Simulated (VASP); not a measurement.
# SrO (P6_3mc) in VASP: a series of runs

Runs on SrO. Level: LDA. Tasks: single point.

Everything below comes from runs of VASP 6.6.1. Logs are shortened: lines on timing, memory, paths and dates and some standing lists are left out, and cuts for length are marked.

## (1) The cell of the first run

It takes space group P6_3mc (No. 186, hexagonal). Conventional cell: a = 3.553 Å, b = 3.553 Å, c = 6.217 Å, α = 90.00°, β = 90.00°, γ = 120.00°. Sr (site symmetry 3m) has 6 O at 2.31 to 2.90 Å within 3.0 Å. Within 3.0 Å of O (site symmetry 3m) lie 6 Sr at 2.31 to 2.90 Å.

## (2) Single point, LDA (all O atoms moved -0.500 Å, as atom 3 along Cartesian [0 0 1])

File INCAR:

```
PREC = Accurate
ENCUT = 520
EDIFF = 1E-6
ISMEAR = 0
SIGMA = 0.05
LREAL = False
LASPH = True
NELM = 100
ALGO = Normal
ISIF = 2
LWAVE = False
LCHARG = False
NBANDS = 24
```

File KPOINTS:

```
regular mesh
0
Gamma
  9 9 4
```

File POSCAR:

```
SrO
1.0
    3.5532880902      0.0000000000      0.0000000000
   -1.7766440451      3.0772377531      0.0000000000
    0.0000000000      0.0000000000      6.2173039800
Sr O
2 2
Direct
    0.3333333333      0.6666666667      0.2500000000
    0.6666666667      0.3333333333      0.7500000000
    0.0000000000      0.0000000000     -0.0804207099
    0.0000000000      0.0000000000      0.4195792901
```

Potentials or basis: VASP PAW LDA potentials, release 64 (Sr_sv, O).

Run with:

```console
$ cat potpaw_LDA.64/Sr_sv/POTCAR potpaw_LDA.64/O/POTCAR > POTCAR
$ mpirun -np 1 vasp_std > vasp.out
```

OUTCAR:

```text
PREC = Accurate
   ENCUT = 520
   EDIFF = 1E-6
   ISMEAR = 0
   LREAL = False
   LASPH = True
   NELM = 100
   ISIF = 2

 ion  position               nearest neighbor table
   1  0.333  0.667  0.250-   4 2.31   4 2.31   4 2.31   3 2.90   3 2.90   3 2.90   2 3.72   2 3.72
                             2 3.72   2 3.72   2 3.72   2 3.72
   2  0.667  0.333  0.750-   3 2.31   3 2.31   3 2.31   4 2.90   4 2.90   4 2.90   1 3.72   1 3.72
                             1 3.72   1 3.72   1 3.72   1 3.72
   3  0.000  0.000  0.920-   2 2.31   2 2.31   2 2.31   1 2.90   1 2.90   1 2.90
   4  0.000  0.000  0.420-   1 2.31   1 2.31   1 2.31   2 2.90   2 2.90   2 2.90

  LATTYP: Found a hexagonal cell.
 ALAT       =     3.5532880902
 C/A-ratio  =     1.7497325919

  Lattice vectors:

 A1 = (   3.5532880902,   0.0000000000,   0.0000000000)
 A2 = (  -1.7766440451,   3.0772377531,   0.0000000000)
 A3 = (   0.0000000000,   0.0000000000,   6.2173039800)

Analysis of symmetry for initial positions (statically):
=====================================================================
 Subroutine PRICEL returns:
 Original cell was already a primitive cell.

 Routine SETGRP: Setting up the symmetry group for a
 hexagonal supercell.

 Subroutine GETGRP returns: Found 12 space group operations
 (whereof  6 operations were pure point group operations)
 out of a pool of 24 trial point group operations.

The static configuration has the point symmetry C_3v.
 The point group associated with its full space group is C_6v.

Analysis of symmetry for dynamics (positions and initial velocities):
=====================================================================
 Subroutine PRICEL returns:
 Original cell was already a primitive cell.

 Routine SETGRP: Setting up the symmetry group for a
 hexagonal supercell.

 Subroutine GETGRP returns: Found 12 space group operations
 (whereof  6 operations were pure point group operations)
 out of a pool of 24 trial point group operations.

The dynamic configuration has the point symmetry C_3v.
 The point group associated with its full space group is C_6v.

 Subroutine INISYM returns: Found 12 space group operations
 (whereof  6 operations are pure point group operations),
 and found     1 'primitive' translations

----------------------------------------------------------------------------------------

                                     Primitive cell

  volume of cell :      67.9819

  direct lattice vectors                    reciprocal lattice vectors
     3.553288090  0.000000000  0.000000000     0.281429475  0.162483383  0.000000000
    -1.776644045  3.077237753  0.000000000     0.000000000  0.324966766  0.000000000
     0.000000000  0.000000000  6.217303980     0.000000000  0.000000000  0.160841420

  length of vectors
     3.553288090  3.553288090  6.217303980     0.324966766  0.324966766  0.160841420

  position of ions in fractional coordinates (direct lattice)
     0.333333333  0.666666667  0.250000000
     0.666666667  0.333333333  0.750000000
     0.000000000  0.000000000  0.919579290
     0.000000000  0.000000000  0.419579290

  ion indices of the primitive-cell ions
   primitive index   ion index
                 1           1
                 2           2
                 3           3
                 4           4

----------------------------------------------------------------------------------------

 KPOINTS: regular mesh

Automatic generation of k-mesh.
 Grid dimensions read from file:
 generate k-points for:    9    9    4

 Generating k-lattice:

  Cartesian coordinates                     Fractional coordinates (reciprocal lattice)
     0.031269942  0.018053709  0.000000000     0.111111111 -0.000000000  0.000000000
     0.000000000  0.036107418  0.000000000     0.000000000  0.111111111  0.000000000
     0.000000000  0.000000000  0.040210355     0.000000000  0.000000000  0.250000000

  Length of vectors
     0.036107418  0.036107418  0.040210355

  Shift w.r.t. Gamma in fractional coordinates (k-lattice)
     0.000000000  0.000000000  0.000000000

 Subroutine IBZKPT returns following result:
 ===========================================

 Found     36 irreducible k-points:

 Following reciprocal coordinates:
            Coordinates               Weight
  0.000000  0.000000  0.000000      1.000000
  0.111111  0.000000  0.000000      6.000000
  0.222222  0.000000  0.000000      6.000000
  0.333333  0.000000  0.000000      6.000000
  0.444444  0.000000  0.000000      6.000000
  0.111111  0.111111  0.000000      6.000000
[... 16 lines left out ...]
  0.333333  0.222222  0.250000     24.000000
  0.333333  0.333333  0.250000      4.000000
 [... further k-points ...]
   k-points           NKPTS =     36   k-points in BZ     NKDIM =     36   number of bands    NBANDS=     24
   number of dos      NEDOS =    301   number of ions     NIONS =      4
   total plane-waves  NPLWV =  37632
   dimension x,y,z NGX =    28 NGY =   28 NGZ =   48
   dimension x,y,z NGXF=    56 NGYF=   56 NGZF=   96
   ions per type =               2   2
   NGX,Y,Z   is equivalent  to a cutoff of  13.10, 13.10, 12.83 a.u.
   NGXF,Y,Z  is equivalent  to a cutoff of  26.20, 26.20, 25.67 a.u.
 SYSTEM =  unknown system
   PREC   = accura    normal or accurate (medium, high low for compatibility)
   ISTART =      0    job   : 0-new  1-cont  2-samecut
   ICHARG =      2    charge: 1-file 2-atom 10-const
   ISPIN  =      1    spin polarized calculation?
   LNONCOLLINEAR =      F non collinear calculations
   LSORBIT =      F    spin-orbit coupling
   LASPH  =      T    aspherical Exc in radial PAW
   ENCUT  =  520.0 eV  38.22 Ry    6.18 a.u.   6.61  6.61 11.56*2*pi/ulx,y,z
   NELM   =    100;   NELMIN=  2; NELMDL= -5     # of ELM steps
   EDIFF  = 0.1E-05   stopping-criterion for ELM
   LREAL  =      F    real-space projection
[... 7 lines left out ...]
   TEBEG  =    0.0;   TEEND  =   0.0 temperature during run
   PSTRESS=    0.0 pullay stress
   NELECT =      32.0000    total number of electrons
   NUPDOWN=      -1.0000    fix difference up-down
   EMIN   =  10.00;   EMAX   =-10.00  energy-range for DOS
   EFERMI =   0.00;   METHOD = LEGACY
   ISMEAR =     0;   SIGMA  =   0.05  broadening in eV -4-tet -1-fermi 0-gaus
   EFERMI_NEDOS =   21; number of points for ismear=-14 and -15
   IALGO  =     38    algorithm
   IMIX   =      4    mixing-type and parameters
     AMIX     =   0.40;   BMIX     =  1.00
     AMIX_MAG =   1.60;   BMIX_MAG =  1.00
  volume/ion in A,a.u.               =      17.00       114.69
  Fermi-wavevector in a.u.,A,eV,Ry     =   1.273484  2.406537 22.065419  1.621763
  Thomas-Fermi vector in A             =   2.406305
   LORBIT       =      0    0 simple, 1 ext, 2 COOP (PROOUT), +10 PAW based schemes
   GGA     = CA    functional components
   LHFCALC =     F    Hartree Fock is set to
   AEXX    =    0.0000 exact exchange contribution
   IVDW    =     0    specifies the selected vdW correction
   LEPSILON=     F    determine dielectric tensor
   LRPA    =     F    only Hartree local field effects (RPA)
 non-spin polarized calculation
 Gauss-broadening in eV      SIGMA  =   0.05
  energy-cutoff  :      520.00
  volume of cell :       67.98
 maximum number of plane-waves:      1853
 NGX is ok and might be reduce to    28
   NGX = 13   NGY = 13   NGZ = 23

 number of electron      32.0000004 magnetization

 Free energy of the ion-electron system (eV)
  ---------------------------------------------------
  ext. energy  EPLUGINS =         0.00000000
  ---------------------------------------------------
  free energy    TOTEN  =       -25.82084004 eV

  energy without entropy =      -25.82084004  energy(sigma->0) =      -25.82084004

 E-fermi :   1.7155     XC(G=0): -10.4545

 val. band max:        1.4435186311   @ k =   0.3333   0.3333   0.0000
 cond. band min:       4.6450650695   @ k =   0.0000   0.0000   0.0000
 fundamental gap:      3.2015464385
 Fermi energy:         1.7155136429

 k-point     1 :       0.0000    0.0000    0.0000
  band No.  band energies     occupation
      1     -30.6155      2.00000
      2     -30.5028      2.00000
      3     -15.0024      2.00000
      4     -13.9421      2.00000
      5     -12.3962      2.00000
      6     -12.3962      2.00000
[... 16 lines left out ...]
     23       9.1474      0.00000
     24      10.2426      0.00000

 k-point     2 :       0.1111    0.0000    0.0000
  band No.  band energies     occupation
      1     -30.5966      2.00000
      2     -30.4903      2.00000
      3     -14.9505      2.00000
      4     -14.1521      2.00000
      5     -12.5909      2.00000
      6     -12.4458      2.00000
[... 16 lines left out ...]
     23       9.5832      0.00000
     24       9.8145      0.00000

 k-point     3 :       0.2222    0.0000    0.0000
  band No.  band energies     occupation
      1     -30.5476      2.00000
      2     -30.4591      2.00000
      3     -14.8299      2.00000
      4     -14.6109      2.00000
      5     -12.9274      2.00000
      6     -12.5520      2.00000
[... 16 lines left out ...]
     23      10.3500      0.00000
     24      10.4171      0.00000

 k-point     4 :       0.3333    0.0000    0.0000
  band No.  band energies     occupation
      1     -30.4883      2.00000
      2     -30.4258      2.00000
      3     -15.0512      2.00000
      4     -14.7405      2.00000
      5     -13.0942      2.00000
      6     -12.6602      2.00000
[... 16 lines left out ...]
     23      10.6632      0.00000
     24      11.1937      0.00000

 k-point     5 :       0.4444    0.0000    0.0000
  band No.  band energies     occupation
      1     -30.4449      2.00000
      2     -30.4079      2.00000
      3     -15.3077      2.00000
      4     -14.7352      2.00000
      5     -12.9915      2.00000
      6     -12.7268      2.00000
[... 451 lines left out ...]
 k-point    22 :       0.2222    0.2222    0.2500
  band No.  band energies     occupation
      1     -30.4537      2.00000
      2     -30.4194      2.00000
      3     -15.1087      2.00000
      4     -14.7748      2.00000
      5     -13.0005      2.00000
      6     -12.8755      2.00000
[... 16 lines left out ...]
     23      10.6686      0.00000
     24      11.6018      0.00000

 k-point    23 :       0.3333    0.2222    0.2500
  band No.  band energies     occupation
      1     -30.4213      2.00000
      2     -30.4047      2.00000
      3     -15.2424      2.00000
      4     -14.7756      2.00000
      5     -13.0889      2.00000
      6     -13.0281      2.00000
[... 16 lines left out ...]
     23      11.0904      0.00000
     24      11.8633      0.00000

 k-point    24 :       0.3333    0.3333    0.2500
  band No.  band energies     occupation
      1     -30.4048      2.00000
      2     -30.4048      2.00000
      3     -15.2625      2.00000
      4     -14.7473      2.00000
      5     -13.1764      2.00000
      6     -13.1764      2.00000
[... 16 lines left out ...]
     23      11.6324      0.00000
     24      11.6324      0.00000

 [... further k-points ...]
[... 5 lines left out ...]
  --------------------------------------------------------------------------------------
  -------------------------------------------------------------------------------------
  Total        1.6460422      1.6460422      0.6519509      0.0000000      0.0000000      0.0000000
  in kB       38.7934122     38.7934122     15.3649756      0.0000000      0.0000000      0.0000000
  external PRESSURE =      30.9839333 kB  Pullay stress =       0.0000000 kB

 VOLUME and BASIS-vectors are now :
 -----------------------------------------------------------------------------
  energy-cutoff  :      520.00
  volume of cell :       67.98
      direct lattice vectors                 reciprocal lattice vectors
     3.553288090  0.000000000  0.000000000     0.281429475  0.162483383  0.000000000
    -1.776644045  3.077237753  0.000000000     0.000000000  0.324966766  0.000000000
     0.000000000  0.000000000  6.217303980     0.000000000  0.000000000  0.160841420

 POSITION                                       TOTAL-FORCE (eV/Angst)
 -----------------------------------------------------------------------------------
     -0.00000      2.05149      1.55433         0.000000      0.000000     -1.364367
      1.77664      1.02575      4.66298        -0.000000      0.000000     -1.364367
      0.00000      0.00000      5.71730        -0.000000     -0.000000      1.364367
      0.00000      0.00000      2.60865         0.000000      0.000000      1.364367
 -----------------------------------------------------------------------------------
    total drift:                               -0.000000      0.000000     -0.001201

  FREE ENERGIE OF THE ION-ELECTRON SYSTEM (eV)
  ---------------------------------------------------
  free  energy   TOTEN  =       -25.8208400361 eV

  energy  without entropy=      -25.8208400361  energy(sigma->0) =      -25.82084004
```

Wall time 28 s (1 thread of Intel Xeon 6975P-C (Granite Rapids), shared host); peak memory 0.18 GiB.

What came out:

```
Free energy            : -25.8208 eV
Pressure               : 3.1 GPa
Largest force          : 1.364 eV/Å
Band gap on the k mesh : 3.20 eV, indirect (least direct gap 3.62 eV)
```

Forces in eV/Å, atoms in the order of the input:
```
Sr   0.000  0.000 -1.364
Sr   0.000  0.000 -1.364
O    0.000  0.000  1.364
O    0.000  0.000  1.364
```

Stress tensor (GPa, compression positive):
```
3.88 0.00 0.00
0.00 3.88 0.00
0.00 0.00 1.54
```

Levels at points of the mesh, in eV from the valence-band top:
```
           k point  band 14  band 15  band 16  band 17  band 18  band 19
(0.00, 0.00, 0.00)    -0.85    -0.85    -0.42     3.20     5.58     7.10
(0.00, 0.00, 0.50)    -0.97    -0.97    -0.97     4.83     4.83     7.01
```

Caveat: the cell differs from its parent crystal (all O atoms moved -0.500 Å, as atom 3 along Cartesian [0 0 1]); forces of over 1 eV/Å act on the atoms, so gaps and moduli don't describe the material at rest. A k mesh can miss the band edges.

[end of part 1 of 2]
